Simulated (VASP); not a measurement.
## NaCl (base): relaxation of cell and atoms with PBEsol

Crystal: NaCl (base).

```
CELL_PARAMETERS angstrom
0.00000 2.81000 2.81000
2.81000 0.00000 2.81000
2.81000 2.81000 0.00000
ATOMIC_POSITIONS crystal
Na 0.00000 0.00000 0.00000
Cl 0.50000 0.50000 0.50000
```

| Quantity | Value |
| --- | --- |
| Program | VASP 6.6.1 |
| Task | relaxation of cell and atoms |
| Functional | PBEsol |
| Potentials or basis | VASP PAW PBE potentials, release 64 (Na_pv, Cl) |
| Cutoff | 500 eV |
| k mesh | 8 × 8 × 8 |
| Occupations | gaussian, width 0.02 eV |
| Spin | no spin polarisation |
| Target pressure | 30 GPa |
| Dipole correction | no |
| Further INCAR settings | ALGO = Normal; EDIFF = 1e-07; IBRION = 2; EDIFFG = -0.002; NSW = 100; ISIF = 3 |

```yaml
Relaxed_volume: 14.41 Å³/atom
Relaxed_cell: a = 3.441 Å, b = 3.441 Å, c = 3.441 Å, α = 60.00°, β = 60.00°, γ = 60.00°
Space_group_after_relaxing_to_0.05_Å: Fm-3m (No. 225)
Energy_change_on_relaxing_the_enthalpy_is_what_falls: +474.9 meV/atom
Ionic_steps: 9
Pressure_after_relaxing: 30.0 GPa
Band_gap_on_the_k_mesh: 6.93 eV, indirect (least direct gap 7.24 eV)
```

The path:
```csv
step,energy change (eV),largest force (eV/Å),pressure (GPa),volume (Å³)
1,0.0000,0.0000,-0.25,44.38
2,3.0007,0.0000,84.33,22.54
3,0.8828,0.0000,28.23,29.18
4,0.9353,0.0000,29.67,28.89
5,0.9855,0.0000,30.98,28.63
6,0.9215,0.0000,29.24,28.97
7,0.9507,0.0000,30.05,28.81
8,0.9491,0.0000,29.97,28.82
9,0.9498,0.0000,29.99,28.81
```

Final structure:
```xyz
2
Lattice="0.0000 2.4333 2.4333 2.4333 0.0000 2.4333 2.4333 2.4333 0.0000" Properties=species:S:1:pos:R:3 pbc="T T T"
Na    0.0000    0.0000    0.0000
Cl    2.4333    2.4333    2.4333
```

Levels at points of the mesh, in eV from the valence-band top:
| k point | band 5 | band 6 | band 7 | band 8 | band 9 | band 10 |
| --- | --- | --- | --- | --- | --- | --- |
| (0.00, 0.00, 0.00) | 0.00 | 0.00 | 0.00 | 7.24 | 11.03 | 11.03 |
| (0.50, 0.00, 0.00) | -3.82 | -0.67 | -0.67 | 7.63 | 11.70 | 11.70 |
| (0.50, 0.50, 0.00) | -3.26 | -1.19 | -1.19 | 6.93 | 8.58 | 14.78 |

Run time: 2.6 min on 1 thread of Intel Xeon 8259CL, on a shared host, peak memory 0.17 GiB.

Caveat: the cell is relaxed towards a set pressure, so the enthalpy falls and the energy may rise; the volume moved by over 15 % at a fixed basis, so the end points are rough; the PAW data sets were made with another functional, which shifts forces and pressure a little. A k mesh can miss the band edges.
